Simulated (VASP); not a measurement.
Wanted: the native input for a VASP 6.6.1 run.

| Quantity | Value |
| --- | --- |
| Task | single point |
| Functional | PBEsol |
| Potentials or basis | VASP PAW PBE potentials, release 64 (Ca_sv) |
| Cutoff | 520 eV |
| k mesh | 14 × 14 × 14 |
| Occupations | gaussian, width 0.15 eV |
| Spin | no spin polarisation |
| Dipole correction | no |
| Further INCAR settings | ALGO = Normal; EDIFF = 1e-07; NBANDS = 11 |

The structure of Ca lies in POSCAR:

```
Ca
1.0
    0.0000000000      2.8780260000      2.7522870000
    2.8780260000      0.0000000000      2.7522870000
    2.8780260000      2.8780260000      0.0000000000
Ca
1
Direct
    0.0000000000      0.0000000000      0.0000000000
```

This cell differs from its parent crystal: strain +0.030 along x and y, -0.015 along z.

One way to write it, as run:

INCAR

```
PREC     = Accurate       # precision mode
ENCUT    = 520            # plane-wave cutoff, eV
EDIFF    = 1E-7           # SCF threshold, eV
ISMEAR   = 0              # smearing method
SIGMA    = 0.15           # smearing width, eV
LREAL    = F              # projectors in reciprocal space
LASPH    = T              # aspherical terms in the spheres
NELM     = 100            # most SCF steps
ALGO     = Normal         # electronic algorithm
ISIF     = 2              # what is computed and relaxed
LWAVE    = F              # write WAVECAR
LCHARG   = T              # write CHGCAR
GGA      = PS             # functional
LELF     = T              # ELF
LVHAR    = T            
NBANDS   = 11             # bands
```

KPOINTS

```
regular mesh
0
Gamma
  14 14 14
```

Potentials or basis: VASP PAW PBE potentials, release 64 (Ca_sv).

Launch:

```console
$ cat potpaw_PBE.64/Ca_sv/POTCAR > POTCAR
$ mpirun -np 1 vasp_std > vasp.out
```

Results of the run:

```yaml
Pressure: -1.7 GPa
Band_gap_on_the_k_mesh: zero (band 5 reaches 1.81 eV, above the bottom of band 6 at 1.40 eV)
```

Caveat: the cell differs from its parent crystal (strain +0.030 along x and y, -0.015 along z); the PAW data sets were made with another functional, which shifts forces and pressure a little.

Run time: 2.1 min on 1 thread of Oxide Virtual Turin-like Processor (shared host), peak memory 0.22 GiB.
